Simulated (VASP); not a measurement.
# CdTe (P6_3/mmc) in VASP: further runs

The runs below take CdTe through single point, with HSE06, PBE.

All numbers are computed with VASP 6.6.1; they aren't measurements. Logs are shortened: lines on timing, memory, paths and dates and some standing lists are left out, and cuts for length are marked.

## (1) The cell of the first run

It takes space group P6_3/mmc (No. 194, hexagonal). The conventional cell has a = 4.315 Å, b = 4.315 Å, c = 7.071 Å, α = 90.00°, β = 90.00°, γ = 120.00°. Cd (site symmetry -3m) has 6 Te at 3.05 Å and 2 Cd at 3.54 Å within 4.0 Å. Te (site symmetry -6m2) has 6 Cd at 3.05 Å within 4.0 Å.

## (2) Single point, HSE06

File POSCAR:

```
CdTe
1.0
    4.3149846324      0.0000000000      0.0000000000
   -2.1574923162      3.7368863086      0.0000000000
    0.0000000000      0.0000000000      7.0705358683
Cd Te
2 2
Direct
    0.0000000000      0.0000000000      0.0000000000
    0.0000000000      0.0000000000      0.5000000000
    0.3333333333      0.6666666667      0.2500000000
    0.6666666667      0.3333333333      0.7500000000
```

File INCAR.step1:

```
  PREC = Accurate
  ENCUT = 520
  EDIFF = 1E-5
  ISMEAR = -1
  SIGMA = 0.02
  LREAL = F
  LASPH = T
  NELM = 100
  ALGO = Normal
  ISIF = 2
  LWAVE = T
  LCHARG = F
  NBANDS = 26
  GGA = PE
```

File INCAR.step2:

```
  PREC = Accurate
  ENCUT = 520
  EDIFF = 1E-6
  ISMEAR = -1
  SIGMA = 0.02
  LREAL = F
  LASPH = T
  NELM = 100
  ALGO = Normal
  ISIF = 2
  LWAVE = F
  LCHARG = F
  GGA = PE
  LHFCALC = T
  HFSCREEN = 0.2079
  PRECFOCK = Normal
  NBANDS = 26
  ISTART = 1
```

File KPOINTS:

```
regular mesh
0
Gamma
  6 6 2
```

Potentials or basis: VASP PAW PBE potentials, release 64 (Cd, Te).

The run is started by

```
> cat potpaw_PBE.64/Cd/POTCAR potpaw_PBE.64/Te/POTCAR > POTCAR
> cp INCAR.step1 INCAR
> mpirun -np 1 vasp_std > vasp.out
> cp INCAR.step2 INCAR
> mpirun -np 1 vasp_std > vasp.out
```

OUTCAR:

```text
PREC = Accurate
   ENCUT = 520
   EDIFF = 1E-6
   ISMEAR = -1
   LREAL = F
   LASPH = T
   NELM = 100
   ISIF = 2
   GGA = PE
   LHFCALC = T
   HFSCREEN = 0.2079
   PRECFOCK = Normal
   ISTART = 1

 ion  position               nearest neighbor table
   1  0.000  0.000  0.000-   3 3.05   4 3.05   4 3.05   3 3.05   4 3.05   3 3.05   2 3.54   2 3.54

   2  0.000  0.000  0.500-   3 3.05   4 3.05   4 3.05   3 3.05   4 3.05   3 3.05   1 3.54   1 3.54

   3  0.333  0.667  0.250-   1 3.05   2 3.05   1 3.05   2 3.05   1 3.05   2 3.05
   4  0.667  0.333  0.750-   1 3.05   2 3.05   1 3.05   2 3.05   1 3.05   2 3.05

  LATTYP: Found a hexagonal cell.
 ALAT       =     4.3149846324
 C/A-ratio  =     1.6386004750

  Lattice vectors:

 A1 = (   4.3149846324,   0.0000000000,   0.0000000000)
 A2 = (  -2.1574923162,   3.7368863086,   0.0000000000)
 A3 = (   0.0000000000,   0.0000000000,   7.0705358683)

Analysis of symmetry for initial positions (statically):
=====================================================================
 Subroutine PRICEL returns:
 Original cell was already a primitive cell.

 Routine SETGRP: Setting up the symmetry group for a
 hexagonal supercell.

 Subroutine GETGRP returns: Found 24 space group operations
 (whereof 12 operations were pure point group operations)
 out of a pool of 24 trial point group operations.

The static configuration has the point symmetry D_3d.
 The point group associated with its full space group is D_6h.

Analysis of symmetry for dynamics (positions and initial velocities):
=====================================================================
 Subroutine PRICEL returns:
 Original cell was already a primitive cell.

 Routine SETGRP: Setting up the symmetry group for a
 hexagonal supercell.

 Subroutine GETGRP returns: Found 24 space group operations
 (whereof 12 operations were pure point group operations)
 out of a pool of 24 trial point group operations.

The dynamic configuration has the point symmetry D_3d.
 The point group associated with its full space group is D_6h.

 Subroutine INISYM returns: Found 24 space group operations
 (whereof 12 operations are pure point group operations),
 and found     1 'primitive' translations

----------------------------------------------------------------------------------------

                                     Primitive cell

  volume of cell :     114.0096

  direct lattice vectors                    reciprocal lattice vectors
     4.314984632  0.000000000  0.000000000     0.231750536  0.133801234  0.000000000
    -2.157492316  3.736886309  0.000000000     0.000000000  0.267602468  0.000000000
     0.000000000  0.000000000  7.070535868     0.000000000  0.000000000  0.141431996

  length of vectors
     4.314984632  4.314984632  7.070535868     0.267602468  0.267602468  0.141431996

  position of ions in fractional coordinates (direct lattice)
     0.000000000  0.000000000  0.000000000
     0.000000000  0.000000000  0.500000000
     0.333333333  0.666666667  0.250000000
     0.666666667  0.333333333  0.750000000

  ion indices of the primitive-cell ions
   primitive index   ion index
                 1           1
                 2           2
                 3           3
                 4           4

----------------------------------------------------------------------------------------

 KPOINTS: regular mesh

Automatic generation of k-mesh.
 Grid dimensions read from file:
 generate k-points for:    6    6    2

 Generating k-lattice:

  Cartesian coordinates                     Fractional coordinates (reciprocal lattice)
     0.038625089  0.022300206  0.000000000     0.166666667  0.000000000  0.000000000
     0.000000000  0.044600411  0.000000000     0.000000000  0.166666667  0.000000000
     0.000000000  0.000000000  0.070715998     0.000000000  0.000000000  0.500000000

  Length of vectors
     0.044600411  0.044600411  0.070715998

  Shift w.r.t. Gamma in fractional coordinates (k-lattice)
     0.000000000  0.000000000  0.000000000

 Subroutine IBZKPT returns following result:
 ===========================================

 Found     14 irreducible k-points:

 Following reciprocal coordinates:
            Coordinates               Weight
  0.000000  0.000000  0.000000      1.000000
  0.166667 -0.000000  0.000000      6.000000
  0.333333 -0.000000  0.000000      6.000000
  0.500000 -0.000000  0.000000      3.000000
  0.166667  0.166667  0.000000      6.000000
  0.333333  0.166667  0.000000     12.000000
  0.333333  0.333333  0.000000      2.000000
  0.000000  0.000000  0.500000      1.000000
  0.166667 -0.000000  0.500000      6.000000
  0.333333 -0.000000  0.500000      6.000000
  0.500000 -0.000000  0.500000      3.000000
  0.166667  0.166667  0.500000      6.000000
  0.333333  0.166667  0.500000     12.000000
  0.333333  0.333333  0.500000      2.000000
   k-points           NKPTS =     14   k-points in BZ     NKDIM =     72   number of bands    NBANDS=     26
   number of dos      NEDOS =    301   number of ions     NIONS =      4
   total plane-waves  NPLWV =  55296
   dimension x,y,z NGX =    32 NGY =   32 NGZ =   54
   dimension x,y,z NGXF=    64 NGYF=   64 NGZF=  108
   ions per type =               2   2
   NGX,Y,Z   is equivalent  to a cutoff of  12.33, 12.33, 12.70 a.u.
   NGXF,Y,Z  is equivalent  to a cutoff of  24.66, 24.66, 25.39 a.u.
 SYSTEM =  unknown system
   PREC   = accura    normal or accurate (medium, high low for compatibility)
   ISTART =      1    job   : 0-new  1-cont  2-samecut
   ICHARG =      0    charge: 1-file 2-atom 10-const
   ISPIN  =      1    spin polarized calculation?
   LNONCOLLINEAR =      F non collinear calculations
   LSORBIT =      F    spin-orbit coupling
   LASPH  =      T    aspherical Exc in radial PAW
   ENCUT  =  520.0 eV  38.22 Ry    6.18 a.u.   8.02  8.02 13.15*2*pi/ulx,y,z
   NELM   =    100;   NELMIN=  2; NELMDL=  0     # of ELM steps
   EDIFF  = 0.1E-05   stopping-criterion for ELM
   LREAL  =      F    real-space projection
   EDIFFG = 0.1E-04   stopping-criterion for IOM
   NSW    =      0    number of steps for IOM
   IBRION =     -1    ionic relax: 0-MD 1-quasi-New 2-CG
   NFREE  =      0    steps in history (QN), initial steepest desc. (CG)
   ISIF   =      2    stress and relaxation
   ISYM   =      3    0-nonsym 1-usesym 2-fastsym
   POTIM  = 0.5000    time-step for ionic-motion
   TEBEG  =    0.0;   TEEND  =   0.0 temperature during run
   PSTRESS=    0.0 pullay stress
   NELECT =      36.0000    total number of electrons
   NUPDOWN=      -1.0000    fix difference up-down
   EMIN   =  10.00;   EMAX   =-10.00  energy-range for DOS
   EFERMI =   0.00;   METHOD = LEGACY
   ISMEAR =    -1;   SIGMA  =   0.02  broadening in eV -4-tet -1-fermi 0-gaus
   EFERMI_NEDOS =   21; number of points for ismear=-14 and -15
   IALGO  =     38    algorithm
   IMIX   =      1    mixing-type and parameters
     AMIX     =   0.40;   BMIX     =  1.00
     AMIX_MAG =   1.60;   BMIX_MAG =  1.00
  volume/ion in A,a.u.               =      28.50       192.34
  Fermi-wavevector in a.u.,A,eV,Ry     =   1.114795  2.106658 16.908896  1.242769
  Thomas-Fermi vector in A             =   2.251394
   LORBIT       =      0    0 simple, 1 ext, 2 COOP (PROOUT), +10 PAW based schemes
   GGA     = PE    functional components
   LHFCALC =     T    Hartree Fock is set to
   PRECFOCK=normal    Normal, Fast or Accurate (Low or Medium for compatibility)
   ENCUT4O =  -1.0   cutoff for four orbital integrals eV
   NKREDX  =     1    reduce k-point grid by
   NKREDY  =     1    reduce k-point grid by
   NKREDZ  =     1    reduce k-point grid by
   AEXX    =    0.2500 exact exchange contribution
   HFSCREEN=    0.2079 screening length (either q_TF or 0.3 A-1)
   HFSCREENC=   0.2079 screening length for correlation (either q_TF or 0.3 A-1)
   ENCUTFOCK=  -1.0 apply spherical cutoff to Coloumb kernel
   IVDW    =     0    specifies the selected vdW correction
   LEPSILON=     F    determine dielectric tensor
   LRPA    =     F    only Hartree local field effects (RPA)
 non-spin polarized calculation
  energy-cutoff  :      520.00
  volume of cell :      114.01
 maximum number of plane-waves:      3114
  NGX = 28; NGY = 28; NGZ = 40

 number of electron      36.0000016 magnetization

 Free energy of the ion-electron system (eV)
  ---------------------------------------------------
  ext. energy  EPLUGINS =         0.00000000
  ---------------------------------------------------
  free energy    TOTEN  =       -11.17792168 eV

  energy without entropy =      -11.17562799  energy(sigma->0) =      -11.17677483

 E-fermi :   3.6121     XC(G=0):  -8.0449

 val. band max:        3.5973444066   @ k =   0.1667  -0.0000   0.0000
 cond. band min:       4.2049103551   @ k =   0.0000   0.0000   0.0000
 fundamental gap:      0.6075659485
 Fermi energy:         3.6121446412

 k-point     1 :       0.0000    0.0000    0.0000
  band No.  band energies     occupation
      1      -9.1591      2.00000
      2      -7.9406      2.00000
      3      -6.4740      2.00000
      4      -6.4740      2.00000
      5      -6.4551      2.00000
      6      -6.2720      2.00000
[... 18 lines left out ...]
     25      10.5294      0.00000
     26      10.9277      0.00000

 k-point     2 :       0.1667   -0.0000    0.0000
  band No.  band energies     occupation
      1      -8.9448      2.00000
      2      -8.0467      2.00000
      3      -6.4692      2.00000
      4      -6.4482      2.00000
      5      -6.3032      2.00000
      6      -6.2692      2.00000
[... 18 lines left out ...]
     25      10.3402      0.00000
     26      10.9964      0.00000

 k-point     3 :       0.3333   -0.0000    0.0000
  band No.  band energies     occupation
      1      -8.4790      2.00000
      2      -8.1280      2.00000
      3      -6.4735      2.00000
      4      -6.4415      2.00000
      5      -6.3709      2.00000
      6      -6.2999      2.00000
[... 282 lines left out ...]
 k-point    13 :       0.3333    0.1667    0.5000
  band No.  band energies     occupation
      1      -8.1880      2.00000
      2      -8.1880      2.00000
      3      -6.3882      2.00000
      4      -6.3882      2.00000
      5      -6.2554      2.00000
      6      -6.2554      2.00000
[... 18 lines left out ...]
     25      12.2540      0.00000
     26      12.2540      0.00000

 k-point    14 :       0.3333    0.3333    0.5000
  band No.  band energies     occupation
      1      -8.1381      2.00000
      2      -8.1381      2.00000
      3      -6.4224      2.00000
      4      -6.4224      2.00000
      5      -6.2254      2.00000
      6      -6.2254      2.00000
[... 18 lines left out ...]
     25      12.1030      0.00000
     26      12.1030      0.00000

------------------------ aborting loop because EDIFF is reached ----------------------------------------

  FORCE on cell =-STRESS in cart. coord.  units (eV):
  Direction    XX          YY          ZZ          XY          YZ          ZX
  --------------------------------------------------------------------------------------
  -------------------------------------------------------------------------------------
  Total       -0.2228281     -0.2228281     -0.2087782      0.0000000     -0.0000000      0.0000000
  in kB       -3.1314032     -3.1314032     -2.9339598      0.0000000     -0.0000000      0.0000000
  external PRESSURE =      -3.0655888 kB  Pullay stress =       0.0000000 kB

 VOLUME and BASIS-vectors are now :
 -----------------------------------------------------------------------------
  energy-cutoff  :      520.00
  volume of cell :      114.01
      direct lattice vectors                 reciprocal lattice vectors
     4.314984632  0.000000000  0.000000000     0.231750536  0.133801234  0.000000000
    -2.157492316  3.736886309  0.000000000     0.000000000  0.267602468  0.000000000
     0.000000000  0.000000000  7.070535868     0.000000000  0.000000000  0.141431996

 POSITION                                       TOTAL-FORCE (eV/Angst)
 -----------------------------------------------------------------------------------
      0.00000      0.00000      0.00000        -0.000000      0.000000     -0.000000
      0.00000      0.00000      3.53527        -0.000000      0.000000     -0.000000
     -0.00000      2.49126      1.76763         0.000000      0.000000      0.000000
      2.15749      1.24563      5.30290        -0.000000     -0.000000      0.000000
 -----------------------------------------------------------------------------------
    total drift:                                0.000000      0.000000      0.000004

  FREE ENERGIE OF THE ION-ELECTRON SYSTEM (eV)
  ---------------------------------------------------
  free  energy   TOTEN  =       -11.1779216840 eV

  energy  without entropy=      -11.1756279854  energy(sigma->0) =      -11.17677483
```

It took 59 min on 1 thread of Intel Xeon 6975P-C (Granite Rapids), shared host; peak memory 0.4 GiB.

What came out:

```
Free energy            : -11.1779 eV
Pressure               : -0.3 GPa
Band gap on the k mesh : zero (bands 18 and 19 overlap by 0.38 eV)
```

Caveat: the k points lie up to 0.44 Å⁻¹ apart; the PAW data sets were made with another functional, which shifts forces and pressure a little; spin-orbit coupling is left out, which moves the levels of the heavy elements.

## (3) Single point, PBE

File INCAR:

```
PREC     = Accurate       # precision mode
ENCUT    = 520            # plane-wave cutoff, eV
EDIFF    = 1E-6           # SCF threshold, eV
ISMEAR   = -1             # smearing method
SIGMA    = 0.02           # smearing width, eV
LREAL    = F              # projectors in reciprocal space
LASPH    = T              # aspherical terms in the spheres
NELM     = 100            # most SCF steps
ALGO     = Normal         # electronic algorithm
ISIF     = 2              # what is computed and relaxed
LWAVE    = F              # write WAVECAR
LCHARG   = T              # write CHGCAR
GGA      = PE             # functional
LELF     = T              # ELF
LVHAR    = T            
NBANDS   = 26             # bands
```

File KPOINTS:

```
regular mesh
0
Gamma
  6 6 4
```

POSCAR is that of step 2.

Potentials or basis: VASP PAW PBE potentials, release 64 (Cd, Te).

The run is started by

```
> cat potpaw_PBE.64/Cd/POTCAR potpaw_PBE.64/Te/POTCAR > POTCAR
> mpirun -np 1 vasp_std > vasp.out
```

Run time: 27 s. Hardware: 1 thread of Intel Xeon 6975P-C (Granite Rapids), shared host; peak memory 0.25 GiB.

It converged, with:

- Free energy: -8.7894 eV
- Pressure: 1.3 GPa
- Band gap on the k mesh: zero (bands 18 and 19 overlap by 0.96 eV)

Stress tensor (GPa, compression positive):
```
1.31 0.00 0.00
0.00 1.31 0.00
0.00 0.00 1.16
```

Levels at points of the mesh, in eV from the Fermi level:
```tsv
k point	band 16	band 17	band 18	band 19	band 20	band 21
(0.00, 0.00, 0.00)	-0.53	-0.12	-0.12	-0.06	2.43	4.81
(0.50, 0.00, 0.00)	-2.29	-2.15	-0.12	1.35	2.18	2.74
(0.00, 0.00, 0.50)	-0.34	-0.34	-0.34	2.17	2.17	4.88
(0.50, 0.00, 0.50)	-1.45	-1.33	-1.33	0.82	0.82	4.09
```

Caveat: spin-orbit coupling is left out, which moves the levels of the heavy elements.

(Continued in part 2 of 2.)

The gap in the log of VASP goes by the Fermi energy; the results here count the filled bands.